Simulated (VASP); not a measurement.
# Ir (Fm-3m) in VASP: a series of runs

Runs on Ir. Level: PBEsol. Tasks: single point, relaxation of cell and atoms.

All numbers are computed with VASP 6.6.1; they aren't measurements. Logs are shortened: lines on timing, memory, paths and dates and some standing lists are left out, and cuts for length are marked.

## (1) The cell of the first run

The structure is cubic, space group Fm-3m (No. 225). Conventional cell: a = 3.830 Å, b = 3.830 Å, c = 3.830 Å, α = 90.00°, β = 90.00°, γ = 90.00°. Ir (site symmetry m-3m) has 12 Ir at 2.71 Å within 3.6 Å.

## (2) Single point, PBEsol, non-collinear spin, zero start, spin-orbit coupling

Contents of INCAR:

```
PREC = Accurate
ENCUT = 500
EDIFF = 1E-6
ISMEAR = 0
SIGMA = 0.1
LREAL = F
LASPH = T
NELM = 200
ALGO = Normal
ISIF = 2
LWAVE = F
LCHARG = F
MAGMOM = 0 0 0
LORBIT = 11
LSORBIT = T
GGA_COMPAT = F
LORBMOM = T
LMAXMIX = 4
GGA = PS
NBANDS = 20
ISYM = -1
```

Contents of KPOINTS:

```
Automatic mesh
0
Gamma
  13 5 43
```

Contents of POSCAR:

```
Ir
1.0
    2.7083809930      0.0000000000      0.0000000000
    0.0000000000      6.6341514619      0.0000000000
    1.3541904965     -2.2113838206      0.7818422477
Ir
1
Direct
    0.0000000000      0.0000000000      0.0000000000
```

Potentials or basis: VASP PAW PBE potentials, release 64 (Ir).

Started as:

```sh
> cat potpaw_PBE.64/Ir/POTCAR > POTCAR
> mpirun -np 1 vasp_ncl > vasp.out
```

OUTCAR:

```text
PREC = Accurate
   ENCUT = 500
   EDIFF = 1E-6
   ISMEAR = 0
   LREAL = F
   LASPH = T
   NELM = 200
   ISIF = 2
   LORBIT = 11
   LSORBIT = T
   GGA = PS
   ISYM = -1

 ion  position               nearest neighbor table
   1  0.000  0.000  0.000-

IMPORTANT INFORMATION: All symmetrisations will be switched off!
NOSYMM: (Re-)initialisation of all symmetry stuff for point group C_1.

----------------------------------------------------------------------------------------

                                     Primitive cell

  volume of cell :      14.0480

  direct lattice vectors                    reciprocal lattice vectors
     2.708380993  0.000000000  0.000000000     0.369224272  0.000000000 -0.639515198
     0.000000000  6.634151462  0.000000000     0.000000000  0.150735178  0.426343465
     1.354190497 -2.211383821  0.781842248     0.000000000  0.000000000  1.279030396

  length of vectors
     2.708380993  6.634151462  2.708380993     0.738448544  0.452205533  1.279030396

  position of ions in fractional coordinates (direct lattice)
     0.000000000  0.000000000  0.000000000

  ion indices of the primitive-cell ions
   primitive index   ion index
                 1           1

----------------------------------------------------------------------------------------

 KPOINTS: Automatic mesh

Automatic generation of k-mesh.
 Grid dimensions read from file:
 generate k-points for:   13    5   43

 Generating k-lattice:

  Cartesian coordinates                     Fractional coordinates (reciprocal lattice)
     0.028401867  0.000000000 -0.049193477     0.076923077  0.000000000 -0.000000000
     0.000000000  0.030147036  0.085268693     0.000000000  0.200000000 -0.000000000
     0.000000000  0.000000000  0.029744893     0.000000000  0.000000000  0.023255814

  Length of vectors
     0.056803734  0.090441107  0.029744893

  Shift w.r.t. Gamma in fractional coordinates (k-lattice)
     0.000000000  0.000000000  0.000000000

 -----------------------------------------------------------------------------
|                                                                             |
|           W    W    AA    RRRRR   N    N  II  N    N   GGGG   !!!           |
|           W    W   A  A   R    R  NN   N  II  NN   N  G    G  !!!           |
|           W    W  A    A  R    R  N N  N  II  N N  N  G       !!!           |
|           W WW W  AAAAAA  RRRRR   N  N N  II  N  N N  G  GGG   !            |
|           WW  WW  A    A  R   R   N   NN  II  N   NN  G    G                |
|           W    W  A    A  R    R  N    N  II  N    N   GGGG   !!!           |
|                                                                             |
|     Your reciprocal lattice and k-lattice belong to different lattice       |
|     classes:                                                                |
|                                                                             |
|        The reciprocal lattice is body-centered cubic,                       |
|        whereas your k-lattice is triclinic.                                 |
|                                                                             |
|     Results are often still useful ...                                      |
|                                                                             |
 -----------------------------------------------------------------------------

 Subroutine IBZKPT returns following result:
 ===========================================

 Found   2795 irreducible k-points:

 Following reciprocal coordinates:
            Coordinates               Weight
  0.000000  0.000000  0.000000      1.000000
  0.076923  0.000000  0.000000      1.000000
  0.153846  0.000000  0.000000      1.000000
  0.230769  0.000000  0.000000      1.000000
  0.307692  0.000000  0.000000      1.000000
  0.384615  0.000000  0.000000      1.000000
[... 16 lines left out ...]
 -0.307692  0.200000  0.000000      1.000000
 -0.230769  0.200000  0.000000      1.000000
 [... further k-points ...]
   k-points           NKPTS =   2795   k-points in BZ     NKDIM =   2795   number of bands    NBANDS=     20
   number of dos      NEDOS =    301   number of ions     NIONS =      1
   total plane-waves  NPLWV =  19200
   dimension x,y,z NGX =    20 NGY =   48 NGZ =   20
   dimension x,y,z NGXF=    40 NGYF=   96 NGZF=   40
   ions per type =               1
   NGX,Y,Z   is equivalent  to a cutoff of  12.28, 12.03, 12.28 a.u.
   NGXF,Y,Z  is equivalent  to a cutoff of  24.55, 24.06, 24.55 a.u.
 SYSTEM =  unknown system
   PREC   = accura    normal or accurate (medium, high low for compatibility)
   ISTART =      0    job   : 0-new  1-cont  2-samecut
   ICHARG =      2    charge: 1-file 2-atom 10-const
   ISPIN  =      1    spin polarized calculation?
   LNONCOLLINEAR =      T non collinear calculations
   LSORBIT =      T    spin-orbit coupling
   LASPH  =      T    aspherical Exc in radial PAW
   ENCUT  =  500.0 eV  36.75 Ry    6.06 a.u.   4.94 12.10  4.94*2*pi/ulx,y,z
   NELM   =    200;   NELMIN=  2; NELMDL= -5     # of ELM steps
   EDIFF  = 0.1E-05   stopping-criterion for ELM
   LREAL  =      F    real-space projection
   EDIFFG = 0.1E-04   stopping-criterion for IOM
   NSW    =      0    number of steps for IOM
   IBRION =     -1    ionic relax: 0-MD 1-quasi-New 2-CG
   NFREE  =      0    steps in history (QN), initial steepest desc. (CG)
   ISIF   =      2    stress and relaxation
   ISYM   =     -1    0-nonsym 1-usesym 2-fastsym
   POTIM  = 0.5000    time-step for ionic-motion
   TEBEG  =    0.0;   TEEND  =   0.0 temperature during run
   PSTRESS=    0.0 pullay stress
   NELECT =       9.0000    total number of electrons
   NUPDOWN=      -1.0000    fix difference up-down
   EMIN   =  10.00;   EMAX   =-10.00  energy-range for DOS
   EFERMI =   0.00;   METHOD = LEGACY
   ISMEAR =     0;   SIGMA  =   0.10  broadening in eV -4-tet -1-fermi 0-gaus
   EFERMI_NEDOS =   21; number of points for ismear=-14 and -15
   IALGO  =     38    algorithm
   IMIX   =      4    mixing-type and parameters
     AMIX     =   0.40;   BMIX     =  1.00
     AMIX_MAG =   1.60;   BMIX_MAG =  1.00
  volume/ion in A,a.u.               =      14.05        94.80
  Fermi-wavevector in a.u.,A,eV,Ry     =   1.411294  2.666959 27.099424  1.991751
  Thomas-Fermi vector in A             =   2.533160
   LORBIT       =     11    0 simple, 1 ext, 2 COOP (PROOUT), +10 PAW based schemes
   GGA     = PS    functional components
   LHFCALC =     F    Hartree Fock is set to
   AEXX    =    0.0000 exact exchange contribution
   IVDW    =     0    specifies the selected vdW correction
   LEPSILON=     F    determine dielectric tensor
   LRPA    =     F    only Hartree local field effects (RPA)
 Gauss-broadening in eV      SIGMA  =   0.10
  energy-cutoff  :      500.00
  volume of cell :       14.05
 maximum number of plane-waves:       736
   NGX =  9   NGY = 25   NGZ =  9

 number of electron       9.0000000 magnetization       0.0000001      0.0000000     -0.0000000

 number of electron       9.0000000 magnetization      -0.0000005     -0.0000001     -0.0000003

 number of electron       9.0000000 magnetization       0.0000000      0.0000000      0.0000000

 Free energy of the ion-electron system (eV)
  ---------------------------------------------------
  ext. energy  EPLUGINS =         0.00000000
  ---------------------------------------------------
  free energy    TOTEN  =       -10.20269577 eV

  energy without entropy =      -10.19735202  energy(sigma->0) =      -10.20002390

 E-fermi :  10.3960     XC(G=0): -14.1429

 val. band max:       10.3929118525   @ k =   0.2308   0.0000  -0.1395
 cond. band min:      10.3968771387   @ k =  -0.0769   0.0000  -0.4884
 fundamental gap:      0.0039652862
 Fermi energy:        10.3959905875

 k-point     1 :       0.0000    0.0000    0.0000
  band No.  band energies     occupation
      1      -0.8940      1.00000
      2      -0.8940      1.00000
      3       6.0680      1.00000
      4       6.0680      1.00000
      5       6.0724      1.00000
      6       6.0724      1.00000
[... 12 lines left out ...]
     19      30.4574      0.00000
     20      30.4574      0.00000

 k-point     2 :       0.0769    0.0000    0.0000
  band No.  band energies     occupation
      1      -0.2086      1.00000
      2      -0.2086      1.00000
      3       5.8564      1.00000
      4       5.8564      1.00000
      5       6.2956      1.00000
      6       6.2956      1.00000
[... 12 lines left out ...]
     19      31.8309      0.00000
     20      31.8309      0.00000

 k-point     3 :       0.1538    0.0000    0.0000
  band No.  band energies     occupation
      1       1.5498      1.00000
      2       1.5498      1.00000
      3       5.2924      1.00000
      4       5.2924      1.00000
      5       6.4957      1.00000
      6       6.4957      1.00000
[... 12 lines left out ...]
     19      31.8996      0.00000
     20      31.8996      0.00000

 k-point     4 :       0.2308    0.0000    0.0000
  band No.  band energies     occupation
      1       3.5297      1.00000
      2       3.5297      1.00000
      3       5.1428      1.00000
      4       5.1428      1.00000
      5       5.8685      1.00000
      6       5.8685      1.00000
[... 429 lines left out ...]
 k-point    23 :      -0.3077    0.2000    0.0000
  band No.  band energies     occupation
      1       3.1090      1.00000
      2       3.1090      1.00000
      3       3.9202      1.00000
      4       3.9202      1.00000
      5       7.3497      1.00000
      6       7.3497      1.00000
[... 12 lines left out ...]
     19      31.4590      0.00000
     20      31.4590      0.00000

 k-point    24 :      -0.2308    0.2000    0.0000
  band No.  band energies     occupation
      1       3.5099      1.00000
      2       3.5099      1.00000
      3       5.0233      1.00000
      4       5.0233      1.00000
      5       6.5779      1.00000
      6       6.5779      1.00000
[... 12 lines left out ...]
     19      29.0422      0.00000
     20      29.0422      0.00000

 [... further k-points ...]

------------------------ aborting loop because EDIFF is reached ----------------------------------------

  FORCE on cell =-STRESS in cart. coord.  units (eV):
  Direction    XX          YY          ZZ          XY          YZ          ZX
  --------------------------------------------------------------------------------------
  -------------------------------------------------------------------------------------
  Total        0.1571891      0.1869809      0.2046593      0.0031354      0.0039411      0.0029268
  in kB       17.9274642     21.3252210     23.3414526      0.3575939      0.4494861      0.3338004
  external PRESSURE =      20.8647126 kB  Pullay stress =       0.0000000 kB

 VOLUME and BASIS-vectors are now :
 -----------------------------------------------------------------------------
  energy-cutoff  :      500.00
  volume of cell :       14.05
      direct lattice vectors                 reciprocal lattice vectors
     2.708380993  0.000000000  0.000000000     0.369224272  0.000000000 -0.639515198
     0.000000000  6.634151462  0.000000000     0.000000000  0.150735178  0.426343465
     1.354190497 -2.211383821  0.781842248     0.000000000  0.000000000  1.279030396

 POSITION                                       TOTAL-FORCE (eV/Angst)
 -----------------------------------------------------------------------------------
      0.00000      0.00000      0.00000        -0.000000      0.000000      0.000000
 -----------------------------------------------------------------------------------
    total drift:                               -0.000000      0.000000      0.000000

  FREE ENERGIE OF THE ION-ELECTRON SYSTEM (eV)
  ---------------------------------------------------
  free  energy   TOTEN  =       -10.2026957728 eV

  energy  without entropy=      -10.1973520189  energy(sigma->0) =      -10.20002390

 orbital moment (x)

 # of ion     p       d       tot
 ----------------------------------------
  1         0.000   0.000   0.000
 ----------------------------------------
            0.000   0.000   0.000

 orbital moment (y)

 # of ion     p       d       tot
 ----------------------------------------
  1         0.000  -0.000  -0.000
 ----------------------------------------
            0.000  -0.000  -0.000

 orbital moment (z)

 # of ion     p       d       tot
 ----------------------------------------
  1        -0.000  -0.000  -0.000
 ----------------------------------------
           -0.000  -0.000  -0.000

 Spin-Orbit-Coupling matrix elements

 Ion:    1  E_soc:     -0.7753717
 l=   1
     0.0000000    -0.0396143    -0.0395475
    -0.0396143     0.0000000    -0.0395818
    -0.0395475    -0.0395818     0.0000000
 l=   2
     0.0000000    -0.0194953     0.0000000    -0.0186439    -0.0709527
    -0.0194953     0.0000000    -0.0541054    -0.0187205    -0.0169806
     0.0000000    -0.0541054     0.0000000    -0.0526439     0.0000000
    -0.0186439    -0.0187205    -0.0526439     0.0000000    -0.0174001
    -0.0709527    -0.0169806     0.0000000    -0.0174001     0.0000000
 l=   3
     0.0000000     0.0000000     0.0000000     0.0000000     0.0000000     0.0000000     0.0000000
     0.0000000     0.0000000     0.0000000     0.0000000     0.0000000     0.0000000     0.0000000
     0.0000000     0.0000000     0.0000000     0.0000000     0.0000000     0.0000000     0.0000000
     0.0000000     0.0000000     0.0000000     0.0000000     0.0000000     0.0000000     0.0000000
     0.0000000     0.0000000     0.0000000     0.0000000     0.0000000     0.0000000     0.0000000
     0.0000000     0.0000000     0.0000000     0.0000000     0.0000000     0.0000000     0.0000000
     0.0000000     0.0000000     0.0000000     0.0000000     0.0000000     0.0000000     0.0000000

 total charge

# of ion       s       p       d       tot
------------------------------------------
    1        0.676   0.765   6.973   8.414

 magnetization (x)

# of ion       s       p       d       tot
------------------------------------------
    1       -0.000   0.000  -0.000  -0.000

 magnetization (y)

# of ion       s       p       d       tot
------------------------------------------
    1        0.000   0.000   0.000   0.000

 magnetization (z)

# of ion       s       p       d       tot
------------------------------------------
    1        0.000   0.000  -0.000  -0.000
```

It took 73 min on 1 thread of Intel Xeon 8259CL, shared host; peak memory 1.1 GiB.

Results:

```yaml
Free_energy: -10.2027 eV
Pressure: 2.1 GPa
Net_moment: 0.00 μB per cell
Valence_electrons_inside_the_program's_atomic_spheres: Ir 8.41
```

Moments on the atoms (μB; x, y, z):
```
Ir  0.00 0.00 0.00
```

Caveat: the PAW data sets were made with another functional, which shifts forces and pressure a little.

[end of part 1 of 2]
